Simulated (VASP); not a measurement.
## Tc: single point with PBE

Crystal: Tc.

```
Tc
1.0
     2.74000    0.00000    0.00000
    -1.37000    2.37291    0.00000
     0.00000    0.00000    4.39800
Tc
2
Direct
  0.33333 0.66667 0.25000
  0.66667 0.33333 0.75000
```

- Program: VASP 6.6.1
- Task: single point
- Functional: PBE
- Potentials or basis: VASP PAW PBE potentials, release 64 (Tc_pv)
- Cutoff: 500 eV
- k mesh: 9 × 9 × 5
- Occupations: fermi-dirac, width 0.05 eV
- Spin: no spin polarisation

```yaml
Pressure: 2.4 GPa
Band_gap_on_the_k_mesh: zero (bands 13 and 14 overlap by 2.29 eV)
```

Stress tensor (GPa, compression positive):
```
2.72 0.00 0.00
0.00 2.72 0.00
0.00 0.00 1.90
```

Levels at points of the mesh, in eV from the Fermi level:
```tsv
k point	band 9	band 10	band 11	band 12	band 13	band 14	band 15	band 16	band 17	band 18
(0.00, 0.00, 0.00)	-1.62	-1.62	-1.58	-0.91	-0.91	-0.21	-0.21	1.58	2.45	2.45
```

Run time: 23 s on 1 thread of Intel Xeon 8259CL, with other jobs on the host, peak memory 0.14 GiB.
